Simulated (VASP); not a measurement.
# HgTe (F-43m) in VASP: a series of runs, part 2 of 2

VASP 6.6.1. Earlier steps stand in the parts before.

## Step 4: Electric field gradients, PBE (volume scaled by 1.05)

File INCAR:

```
PREC = Accurate ; ENCUT = 520
EDIFF = 1E-8 ; ISMEAR = -1
SIGMA = 0.03 ; LREAL = F
LASPH = T ; NELM = 80
ALGO = Normal ; ISIF = 2
LWAVE = F ; LCHARG = F
GGA = PE ; LEFG = T
NBANDS = 16
```

File KPOINTS:

```
Automatic mesh
0
Gamma
  11 11 11
```

File POSCAR:

```
HgTe
1.0
    0.0000000000      3.2763536562      3.2763536562
    3.2763536562      0.0000000000      3.2763536562
    3.2763536562      3.2763536562      0.0000000000
Hg Te
1 1
Direct
    0.0000000000      0.0000000000      0.0000000000
    0.7500000000      0.7500000000      0.7500000000
```

Potentials or basis: VASP PAW PBE potentials, release 64 (Hg, Te).

The run is started by

```bash
$ cat potpaw_PBE.64/Hg/POTCAR potpaw_PBE.64/Te/POTCAR > POTCAR
$ mpirun -np 1 vasp_std > vasp.out
```

OUTCAR:

```text
PREC = Accurate
   ENCUT = 520
   EDIFF = 1E-8
   ISMEAR = -1
   LREAL = F
   LASPH = T
   NELM = 80
   ISIF = 2
   GGA = PE

 ion  position               nearest neighbor table
   1  0.000  0.000  0.000-   2 2.84   2 2.84   2 2.84   2 2.84
   2  0.750  0.750  0.750-   1 2.84   1 2.84   1 2.84   1 2.84

  LATTYP: Found a face centered cubic cell.
 ALAT       =     6.5527073124

  Lattice vectors:

 A1 = (   0.0000000000,   3.2763536562,   3.2763536562)
 A2 = (   3.2763536562,   0.0000000000,   3.2763536562)
 A3 = (   3.2763536562,   3.2763536562,   0.0000000000)

Analysis of symmetry for initial positions (statically):
=====================================================================
 Subroutine PRICEL returns:
 Original cell was already a primitive cell.

 Routine SETGRP: Setting up the symmetry group for a
 face centered cubic supercell.

[... 642 lines left out ...]
  energy-cutoff  :      520.00
  volume of cell :       70.34
      direct lattice vectors                 reciprocal lattice vectors
     0.000000000  3.276353656  3.276353656    -0.152608678  0.152608678  0.152608678
     3.276353656  0.000000000  3.276353656     0.152608678 -0.152608678  0.152608678
     3.276353656  3.276353656  0.000000000     0.152608678  0.152608678 -0.152608678

 POSITION                                       TOTAL-FORCE (eV/Angst)
 -----------------------------------------------------------------------------------
      0.00000      0.00000      0.00000        -0.000000     -0.000000      0.000000
      4.91453      4.91453      4.91453         0.000000      0.000000     -0.000000
 -----------------------------------------------------------------------------------
    total drift:                                0.000000      0.000000      0.000000

  FREE ENERGIE OF THE ION-ELECTRON SYSTEM (eV)
  ---------------------------------------------------
  free  energy   TOTEN  =        -3.6337197965 eV

  energy  without entropy=       -3.6335699151  energy(sigma->0) =       -3.63364486

 Electric field gradients (V/A^2)
---------------------------------------------------------------------
 ion       V_xx      V_yy      V_zz      V_xy      V_xz      V_yz
---------------------------------------------------------------------
   1       0.000     0.000     0.000     0.000     0.000     0.000
   2      -0.000     0.000    -0.000    -0.000    -0.000    -0.000
---------------------------------------------------------------------

 Electric field gradients after diagonalization (V/A^2)
 (convention: |V_zz| > |V_xx| > |V_yy|)
----------------------------------------------------------------------
 ion       V_xx      V_yy      V_zz     asymmetry (V_yy - V_xx)/ V_zz
----------------------------------------------------------------------
   1      -0.000    -0.000     0.001       0.000
   2       0.000     0.000    -0.000       0.000
----------------------------------------------------------------------

           NMR quadrupolar parameters

 Cq : quadrupolar parameter    Cq=e*Q*V_zz/h
 eta: asymmetry parameters     (V_yy - V_xx)/ V_zz
 Q  : nuclear electric quadrupole moment in mb (millibarn)
----------------------------------------------------------------------
 ion       Cq(MHz)       eta       Q (mb)
----------------------------------------------------------------------
   1       0.000       0.000       1.000
   2      -0.000       0.000       1.000
----------------------------------------------------------------------
```

stdout:

```text
POSCAR found type information on POSCAR HgTe
 POSCAR found :  2 types and       2 ions
 scaLAPACK will be used
 LDA part: xc-table for (Slater+PW92), standard interpolation
 POSCAR, INCAR and KPOINTS ok, starting setup
 FFT: planning ... GRIDC
 FFT: planning ... GRID_SOFT
 FFT: planning ... GRID
 WAVECAR not read
 entering main loop
ion   1

ion   2
```

Wall time 57 s (1 thread of Intel Xeon Platinum 8375C at 2.90GHz (Ice Lake), shared host); peak memory 0.24 GiB.

Results:

- Free energy: -3.6337 eV
- Pressure: 1.8 GPa
- Band gap on the k mesh: zero (filled and empty bands touch)

Caveat: without QUAD_EFG the Cq values of the log hold for a quadrupole moment of 1 mb, not for the nuclei; spin-orbit coupling is left out, which moves the levels of the heavy elements.

## Step 5: Density of states, PBE

File POSCAR:

```
HgTe
1.0
    0.0000000000      3.2235000000      3.2235000000
    3.2235000000      0.0000000000      3.2235000000
    3.2235000000      3.2235000000      0.0000000000
Hg Te
1 1
Direct
    0.0000000000      0.0000000000      0.0000000000
    0.7500000000      0.7500000000      0.7500000000
```

File INCAR.step1:

```
PREC = Accurate ; ENCUT = 520
EDIFF = 1E-6 ; ISMEAR = -1
SIGMA = 0.03 ; LREAL = F
LASPH = T ; NELM = 80
ALGO = Normal ; ISIF = 2
LWAVE = F ; LCHARG = T
GGA = PE ; NBANDS = 16
```

File KPOINTS.step1:

```
Automatic mesh
0
Gamma
  11 11 11
```

File INCAR.step2:

```
PREC = Accurate ; ENCUT = 520
EDIFF = 1E-6 ; ISMEAR = -5
SIGMA = 0.03 ; LREAL = F
LASPH = T ; NELM = 80
ALGO = Normal ; ISIF = 2
LWAVE = F ; LCHARG = F
GGA = PE ; LORBIT = 11
NEDOS = 1001 ; ICHARG = 11
```

File KPOINTS.step2:

```
Automatic mesh
0
Gamma
  17 17 17
```

The run is started by

```bash
$ cat potpaw_PBE.64/Hg/POTCAR potpaw_PBE.64/Te/POTCAR > POTCAR
$ cp INCAR.step1 INCAR
$ cp KPOINTS.step1 KPOINTS
$ mpirun -np 1 vasp_std > vasp.out
$ cp INCAR.step2 INCAR
$ cp KPOINTS.step2 KPOINTS
$ mpirun -np 1 vasp_std > vasp.out
```

It took 83 s on 1 thread of Intel Xeon Platinum 8375C at 2.90GHz (Ice Lake), shared host; peak memory 0.31 GiB.

Results (log left out):

| Item | Value |
| --- | --- |
| Valence electrons inside the program's atomic spheres | Hg 10.54; Te 3.39 |

Levels at points of the mesh, in eV from the Fermi level:
| k point | band 5 | band 6 | band 7 | band 8 | band 9 | band 10 | band 11 | band 12 | band 13 |
| --- | --- | --- | --- | --- | --- | --- | --- | --- | --- |
| (0.00, 0.00, 0.00) | -6.86 | -6.86 | -0.71 | 0.00 | 0.00 | 0.00 | 4.22 | 4.22 | 4.22 |

Caveat: spin-orbit coupling is left out, which moves the levels of the heavy elements; tetrahedron occupations give inexact forces and stress in metals.

## Step 6: The runs side by side

```tsv
task	cell	k mesh for the DOS	occupations for the DOS	gap on the mesh (eV)	pressure (GPa)
electric field gradients	a = 4.559 Å, angles 60.0°, 2 atoms	-	-	none	4.1
electric field gradients	a = 4.596 Å, angles 60.0°, 2 atoms	-	-	none	2.9
electric field gradients	a = 4.633 Å, angles 60.0°, 2 atoms	-	-	none	1.8
density of states	a = 4.559 Å, angles 60.0°, 2 atoms	17 × 17 × 17	tetrahedron	-	-
```

Alike in all rows: level PBE; potentials or basis VASP PAW PBE potentials, release 64 (Hg, Te); no spin polarisation; k mesh 11 × 11 × 11; cutoff (eV) 520; smearing fermi-dirac 0.03 eV.

Caveats: spin-orbit coupling is left out, which moves the levels of the heavy elements; tetrahedron occupations give inexact forces and stress in metals (some runs).

Absolute energies hang on the potentials; compare differences alone.
